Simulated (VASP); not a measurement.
# Hg (Cmmm) in VASP: single point with PBE

Aim: the single point of Hg with PBE.

All numbers are computed with VASP 6.6.1; they aren't measurements. Logs are shortened: lines on timing, memory, paths and dates and some standing lists are left out, and cuts for length are marked.

## 1. The cell of the first run

It takes space group Cmmm (No. 65, orthorhombic). Conventional cell: a = 6.295 Å, b = 9.747 Å, c = 6.389 Å, α = 90.00°, β = 90.00°, γ = 90.00°. Hg (site symmetry 2) has 6 Hg at 3.13 to 3.33 Å within 4.1 Å. Hg (site symmetry mmm) has 8 Hg at 3.33 Å within 4.4 Å.

## 2. Single point, PBE

File INCAR:

```
  PREC = Accurate
  ENCUT = 520
  EDIFF = 1E-6
  ISMEAR = 0
  SIGMA = 0.1
  LREAL = False
  LASPH = True
  NELM = 80
  ALGO = Fast
  ISIF = 2
  LWAVE = False
  LCHARG = False
  GGA = PE
  NBANDS = 38
```

File KPOINTS:

```
Automatic mesh
0
Gamma
  8 8 6
```

File POSCAR:

```
Hg
1.0
    3.1474431449     -4.8737439727      0.0000000000
    3.1474431449      4.8737439727      0.0000000000
    0.0000000000      0.0000000000      6.3885741723
Hg
5
Direct
    0.5000000000      0.0000000000      0.2547295153
    0.0000000000      0.5000000000      0.7452704847
    0.0000000000      0.5000000000      0.2547295153
    0.5000000000      0.0000000000      0.7452704847
    0.0000000000      0.0000000000      0.0000000000
```

Potentials or basis: VASP PAW PBE potentials, release 64 (Hg).

On the command line:

```console
$ cat potpaw_PBE.64/Hg/POTCAR > POTCAR
$ mpirun -np 1 vasp_std > vasp.out
```

OUTCAR:

```text
PREC = Accurate
   ENCUT = 520
   EDIFF = 1E-6
   ISMEAR = 0
   LREAL = False
   LASPH = True
   NELM = 80
   ISIF = 2
   GGA = PE

 ion  position               nearest neighbor table
   1  0.500  0.000  0.255-   4 3.13   3 3.15   3 3.15   4 3.25   5 3.33   5 3.33
   2  0.000  0.500  0.745-   3 3.13   4 3.15   4 3.15   3 3.25   5 3.33   5 3.33
   3  0.000  0.500  0.255-   2 3.13   1 3.15   1 3.15   2 3.25   5 3.33   5 3.33
   4  0.500  0.000  0.745-   1 3.13   2 3.15   2 3.15   1 3.25   5 3.33   5 3.33
   5  0.000  0.000  0.000-   1 3.33   2 3.33   3 3.33   4 3.33   2 3.33   3 3.33   1 3.33   4 3.33

  LATTYP: Found a base centered orthorhombic cell.
 ALAT       =     6.2948862898
 B/A-ratio  =     1.5484772078
 C/A-ratio  =     1.0148831731

  Lattice vectors:

 A1 = (   3.1474431449,  -4.8737439727,   0.0000000000)
 A2 = (   3.1474431449,   4.8737439727,   0.0000000000)
 A3 = (   0.0000000000,   0.0000000000,   6.3885741723)

Analysis of symmetry for initial positions (statically):
=====================================================================
 Subroutine PRICEL returns:
 Original cell was already a primitive cell.

 Routine SETGRP: Setting up the symmetry group for a
 base centered orthorhombic supercell.

 Subroutine GETGRP returns: Found  8 space group operations
 (whereof  8 operations were pure point group operations)
 out of a pool of  8 trial point group operations.

The static configuration has the point symmetry D_2h.

Analysis of symmetry for dynamics (positions and initial velocities):
=====================================================================
 Subroutine PRICEL returns:
 Original cell was already a primitive cell.

 Routine SETGRP: Setting up the symmetry group for a
 base centered orthorhombic supercell.

 Subroutine GETGRP returns: Found  8 space group operations
 (whereof  8 operations were pure point group operations)
 out of a pool of  8 trial point group operations.

The dynamic configuration has the point symmetry D_2h.

 Subroutine INISYM returns: Found  8 space group operations
 (whereof  8 operations are pure point group operations),
 and found     1 'primitive' translations

----------------------------------------------------------------------------------------

                                     Primitive cell

  volume of cell :     195.9993

  direct lattice vectors                    reciprocal lattice vectors
     3.147443145 -4.873743973  0.000000000     0.158859105 -0.102590535  0.000000000
     3.147443145  4.873743973  0.000000000     0.158859105  0.102590535  0.000000000
     0.000000000  0.000000000  6.388574172     0.000000000  0.000000000  0.156529450

  length of vectors
     5.801704807  5.801704807  6.388574172     0.189105878  0.189105878  0.156529450

  position of ions in fractional coordinates (direct lattice)
     0.500000000  1.000000000  0.254729515
     1.000000000  0.500000000  0.745270485
     1.000000000  0.500000000  0.254729515
     0.500000000  1.000000000  0.745270485
     0.000000000  0.000000000  0.000000000

  ion indices of the primitive-cell ions
   primitive index   ion index
                 1           1
                 2           2
                 3           3
                 4           4
                 5           5

----------------------------------------------------------------------------------------

 KPOINTS: Automatic mesh

Automatic generation of k-mesh.
 Grid dimensions read from file:
 generate k-points for:    8    8    6

 Generating k-lattice:

  Cartesian coordinates                     Fractional coordinates (reciprocal lattice)
     0.019857388 -0.012823817  0.000000000     0.125000000 -0.000000000  0.000000000
     0.019857388  0.012823817  0.000000000    -0.000000000  0.125000000  0.000000000
     0.000000000  0.000000000  0.026088242     0.000000000  0.000000000  0.166666667

  Length of vectors
     0.023638235  0.023638235  0.026088242

  Shift w.r.t. Gamma in fractional coordinates (k-lattice)
     0.000000000  0.000000000  0.000000000

 Subroutine IBZKPT returns following result:
 ===========================================

 Found     84 irreducible k-points:

 Following reciprocal coordinates:
            Coordinates               Weight
  0.000000  0.000000  0.000000      1.000000
  0.125000 -0.000000  0.000000      4.000000
  0.250000 -0.000000  0.000000      4.000000
  0.375000  0.000000  0.000000      4.000000
  0.500000 -0.000000  0.000000      2.000000
  0.125000  0.125000  0.000000      2.000000
[... 16 lines left out ...]
  0.125000 -0.000000  0.166667      8.000000
  0.250000 -0.000000  0.166667      8.000000
 [... further k-points ...]
   k-points           NKPTS =     84   k-points in BZ     NKDIM =     84   number of bands    NBANDS=     38
   number of dos      NEDOS =    301   number of ions     NIONS =      5
   total plane-waves  NPLWV = 110592
   dimension x,y,z NGX =    48 NGY =   48 NGZ =   48
   dimension x,y,z NGXF=    96 NGYF=   96 NGZF=   96
   ions per type =               5
   NGX,Y,Z   is equivalent  to a cutoff of  13.75, 13.75, 12.49 a.u.
   NGXF,Y,Z  is equivalent  to a cutoff of  27.51, 27.51, 24.98 a.u.
 SYSTEM =  unknown system
   PREC   = accura    normal or accurate (medium, high low for compatibility)
   ISTART =      0    job   : 0-new  1-cont  2-samecut
   ICHARG =      2    charge: 1-file 2-atom 10-const
   ISPIN  =      1    spin polarized calculation?
   LNONCOLLINEAR =      F non collinear calculations
   LSORBIT =      F    spin-orbit coupling
   LASPH  =      T    aspherical Exc in radial PAW
   ENCUT  =  520.0 eV  38.22 Ry    6.18 a.u.  10.79 10.79 11.88*2*pi/ulx,y,z
   NELM   =     80;   NELMIN=  2; NELMDL= -5     # of ELM steps
   EDIFF  = 0.1E-05   stopping-criterion for ELM
   LREAL  =      F    real-space projection
[... 7 lines left out ...]
   TEBEG  =    0.0;   TEEND  =   0.0 temperature during run
   PSTRESS=    0.0 pullay stress
   NELECT =      60.0000    total number of electrons
   NUPDOWN=      -1.0000    fix difference up-down
   EMIN   =  10.00;   EMAX   =-10.00  energy-range for DOS
   EFERMI =   0.00;   METHOD = LEGACY
   ISMEAR =     0;   SIGMA  =   0.10  broadening in eV -4-tet -1-fermi 0-gaus
   EFERMI_NEDOS =   21; number of points for ismear=-14 and -15
   IALGO  =     68    algorithm
   IMIX   =      4    mixing-type and parameters
     AMIX     =   0.40;   BMIX     =  1.00
     AMIX_MAG =   1.60;   BMIX_MAG =  1.00
  volume/ion in A,a.u.               =      39.20       264.53
  Fermi-wavevector in a.u.,A,eV,Ry     =   1.103334  2.084999 16.563002  1.217346
  Thomas-Fermi vector in A             =   2.239791
   LORBIT       =      0    0 simple, 1 ext, 2 COOP (PROOUT), +10 PAW based schemes
   GGA     = PE    functional components
   LHFCALC =     F    Hartree Fock is set to
   AEXX    =    0.0000 exact exchange contribution
   IVDW    =     0    specifies the selected vdW correction
   LEPSILON=     F    determine dielectric tensor
   LRPA    =     F    only Hartree local field effects (RPA)
 non-spin polarized calculation
 RMM-DIIS sequential band-by-band and
 Gauss-broadening in eV      SIGMA  =   0.10
  energy-cutoff  :      520.00
  volume of cell :      196.00
 maximum number of plane-waves:      5322
 NGX is ok and might be reduce to    48
   NGX = 21   NGY = 21   NGZ = 23

 number of electron      60.0000001 magnetization

 Free energy of the ion-electron system (eV)
  ---------------------------------------------------
  ext. energy  EPLUGINS =         0.00000000
  ---------------------------------------------------
  free energy    TOTEN  =        -0.68505769 eV

  energy without entropy =       -0.68001883  energy(sigma->0) =       -0.68253826

 E-fermi :   0.1394     XC(G=0):  -7.9360

 val. band max:        0.1219569834   @ k =   0.5000   0.5000   0.3333
 cond. band min:       0.1425178961   @ k =  -0.3750   0.3750   0.1667
 fundamental gap:      0.0205609127
 Fermi energy:         0.1394054246

 k-point     1 :       0.0000    0.0000    0.0000
  band No.  band energies     occupation
      1      -7.3971      2.00000
      2      -7.2356      2.00000
      3      -7.0610      2.00000
      4      -7.0411      2.00000
      5      -7.0012      2.00000
      6      -6.8747      2.00000
[... 30 lines left out ...]
     37       5.2355      0.00000
     38       5.3798      0.00000

 k-point     2 :       0.1250   -0.0000    0.0000
  band No.  band energies     occupation
      1      -7.3367      2.00000
      2      -7.2160      2.00000
      3      -7.0463      2.00000
      4      -7.0056      2.00000
      5      -6.9790      2.00000
      6      -6.8452      2.00000
[... 30 lines left out ...]
     37       4.5451      0.00000
     38       5.3954      0.00000

 k-point     3 :       0.2500   -0.0000    0.0000
  band No.  band energies     occupation
      1      -7.2310      2.00000
      2      -7.1114      2.00000
      3      -7.0565      2.00000
      4      -6.9157      2.00000
      5      -6.8538      2.00000
      6      -6.7643      2.00000
[... 30 lines left out ...]
     37       5.0088      0.00000
     38       5.1679      0.00000

 k-point     4 :       0.3750    0.0000    0.0000
  band No.  band energies     occupation
      1      -7.1767      2.00000
      2      -7.0642      2.00000
      3      -6.9818      2.00000
      4      -6.7972      2.00000
      5      -6.7583      2.00000
      6      -6.7419      2.00000
[... 30 lines left out ...]
     37       4.9748      0.00000
     38       6.0357      0.00000
[... 703 lines left out ...]
      4      -6.9620      2.00000
      5      -6.9537      2.00000
      6      -6.8575      2.00000
[... 30 lines left out ...]
     37       4.7792      0.00000
     38       5.0242      0.00000

 k-point    23 :       0.1250   -0.0000    0.1667
  band No.  band energies     occupation
      1      -7.2894      2.00000
      2      -7.1515      2.00000
      3      -7.0168      2.00000
      4      -6.9637      2.00000
      5      -6.9350      2.00000
      6      -6.8296      2.00000
[... 30 lines left out ...]
     37       4.2534      0.00000
     38       4.8390      0.00000

 k-point    24 :       0.2500   -0.0000    0.1667
  band No.  band energies     occupation
      1      -7.1464      2.00000
      2      -7.0889      2.00000
      3      -6.9743      2.00000
      4      -6.8794      2.00000
      5      -6.8601      2.00000
      6      -6.7559      2.00000
[... 30 lines left out ...]
     37       4.5554      0.00000
     38       4.7122      0.00000

 [... further k-points ...]

------------------------ aborting loop because EDIFF is reached ----------------------------------------

  FORCE on cell =-STRESS in cart. coord.  units (eV):
  Direction    XX          YY          ZZ          XY          YZ          ZX
  --------------------------------------------------------------------------------------
  -------------------------------------------------------------------------------------
  Total        0.0894412      0.0048847      0.0557819      0.0000000      0.0000000      0.0000000
  in kB        0.7311281      0.0399295      0.4559835      0.0000000      0.0000000      0.0000000
  external PRESSURE =       0.4090137 kB  Pullay stress =       0.0000000 kB

 VOLUME and BASIS-vectors are now :
 -----------------------------------------------------------------------------
  energy-cutoff  :      520.00
  volume of cell :      196.00
      direct lattice vectors                 reciprocal lattice vectors
     3.147443145 -4.873743973  0.000000000     0.158859105 -0.102590535  0.000000000
     3.147443145  4.873743973  0.000000000     0.158859105  0.102590535  0.000000000
     0.000000000  0.000000000  6.388574172     0.000000000  0.000000000  0.156529450

 POSITION                                       TOTAL-FORCE (eV/Angst)
 -----------------------------------------------------------------------------------
      1.57372     -2.43687      1.62736        -0.000000     -0.000000      0.000772
      1.57372      2.43687      4.76122         0.000000     -0.000000     -0.000772
      1.57372      2.43687      1.62736        -0.000000     -0.000000      0.000772
      1.57372     -2.43687      4.76122         0.000000      0.000000     -0.000772
      0.00000      0.00000      0.00000         0.000000      0.000000      0.000000
 -----------------------------------------------------------------------------------
    total drift:                                0.000000     -0.000000      0.000000

  FREE ENERGIE OF THE ION-ELECTRON SYSTEM (eV)
  ---------------------------------------------------
  free  energy   TOTEN  =        -0.6850576934 eV

  energy  without entropy=       -0.6800188344  energy(sigma->0) =       -0.68253826
```

Run time: 7.6 min. Hardware: 1 thread of Intel Xeon Platinum 8488C (Sapphire Rapids), shared host; peak memory 0.61 GiB.

What came out:

| Property | Result |
| --- | --- |
| Free energy | -0.6851 eV |
| Pressure | 0.0 GPa |
| Band gap on the k mesh | zero (bands 30 and 31 overlap by 0.49 eV) |

Levels at points of the mesh, in eV from the Fermi level:
```csv
k point,band 27,band 28,band 29,band 30,band 31,band 32,band 33,band 34
"(0.00, 0.00, 0.00)",-2.63,-2.13,-1.78,-0.37,1.03,1.17,1.36,1.52
"(0.50, 0.00, 0.00)",-5.06,-2.09,-1.82,-1.43,0.68,0.77,1.36,3.13
"(0.50, 0.50, 0.00)",-3.98,-2.44,-1.96,-0.28,-0.17,0.83,0.95,2.04
"(0.00, 0.00, 0.50)",-5.21,-1.29,-0.98,-0.60,0.57,1.31,1.92,2.53
"(0.50, 0.00, 0.50)",-4.24,-4.16,-3.83,-1.20,1.41,1.83,2.86,4.95
"(0.50, 0.50, 0.50)",-4.47,-3.65,-1.89,-1.51,-0.25,0.84,1.00,4.37
```

Caveat: spin-orbit coupling is left out, which moves the levels of the heavy elements.

The gap in the log of VASP goes by the Fermi energy; the results here count the filled bands.